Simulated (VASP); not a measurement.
## InP: single point with PBE

InP:

```
In P
1.0
     0.00000    2.85500    2.85500
     2.85500    0.00000    2.85500
     2.85500    2.85500    0.00000
In P
1 1
Direct
  0.00000 0.00000 0.00000
  0.50000 0.50000 0.50000
```

```
Program                : VASP 6.6.1
Task                   : single point
Functional             : PBE
Potentials or basis    : VASP PAW PBE potentials, release 64 (In_d, P)
Cutoff                 : 500 eV
k mesh                 : 8 × 8 × 8
Occupations            : gaussian, width 0.05 eV
Spin                   : no spin polarisation
Dipole correction      : no
Further INCAR settings : ALGO = Normal; EDIFF = 1e-06; NBANDS = 16
```

- Pressure: -5.4 GPa
- Band gap on the k mesh: zero (band 9 reaches 6.24 eV, above the bottom of band 10 at 3.93 eV)

Levels at points of the mesh, in eV from the Fermi level:
```csv
k point,band 5,band 6,band 7,band 8,band 9,band 10,band 11,band 12,band 13,band 14
"(0.00, 0.00, 0.00)",-14.21,-11.43,-0.28,-0.28,-0.28,-0.24,7.01,7.01,7.01,7.84
"(0.50, 0.00, 0.00)",-14.15,-9.64,-6.24,0.07,0.07,2.36,3.34,3.34,4.43,10.54
"(0.50, 0.50, 0.00)",-14.13,-8.80,-4.46,-2.68,-2.11,-2.11,3.95,9.03,9.03,9.32
```

Run time: 13 s on 1 thread of Intel(R) Xeon(R) 6975P-C (Granite Rapids), on a shared host, peak memory 0.17 GiB.

Caveat: spin-orbit coupling is left out, which moves the levels of the heavy elements.
